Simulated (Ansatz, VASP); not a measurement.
# Two plane-wave programs on MgI2

The input INCAR:

```
PREC = Accurate
ENCUT = 520
EDIFF = 1E-6
ISMEAR = 0
SIGMA = 0.01
LREAL = F
LASPH = T
NELM = 80
ALGO = Normal
ISIF = 2
LWAVE = F
LCHARG = F
GGA = PE
NBANDS = 15
```

KPOINTS

```
Automatic mesh
0
Gamma
  6 6 6
```

File POSCAR:

```
MgI2
1.0
    0.0000000000      3.8011305532      3.8011305532
    3.8011305532      0.0000000000      3.8011305532
    3.8011305532      3.8011305532      0.0000000000
Mg I
1 2
Direct
    0.0000000000      0.0000000000      0.0000000000
    0.2500000000      0.2500000000      0.2500000000
    0.7500000000      0.7500000000      0.7500000000
```

Input for Ansatz:

```yaml
crystal:
  lattice:
    - [0.0, 3.8011305532, 3.8011305532]
    - [3.8011305532, 0.0, 3.8011305532]
    - [3.8011305532, 3.8011305532, 0.0]
  atoms:
    - { symbol: Mg, position: [0.0, 0.0, 0.0] }
    - { symbol: I, position: [0.25, 0.25, 0.25] }
    - { symbol: I, position: [0.75, 0.75, 0.75] }
kpoints:
  mp_grid: { grid: [6, 6, 6] }
hamiltonian:
  xc: pbe
scf:
  occupations: { method: fixed }
  n_extra_bands: 4
output:
  forces: true
  stress: true
  eigenvalues: true
```

Alike in both runs: task single point; functional PBE; k mesh 6 × 6 × 6; no spin polarisation.

|  | VASP | Ansatz |
| --- | --- | --- |
| version | VASP 6.6.1 | Ansatz 0.2.0 |
| potentials or method | VASP PAW PBE potentials, release 64 (Mg, I) | plane waves, PAW |
| plane-wave cutoff (eV) | 520 | 420 |
| occupations | gaussian, width 0.01 eV | fixed |
| valence electrons in the cell | 16 | 44 |

|  | VASP | Ansatz | Ansatz less VASP |
| --- | --- | --- | --- |
| gap on the k mesh at the Fermi level (eV) | 0.52 | 0.54 | +0.027 |
| pressure (GPa) | -0.8 | -0.8 | +0.04 |

VASP's potentials hold 16 valence electrons a cell and Ansatz's 44, so a difference there can come from the potentials and not from the codes.

Neither program's run includes spin-orbit coupling.
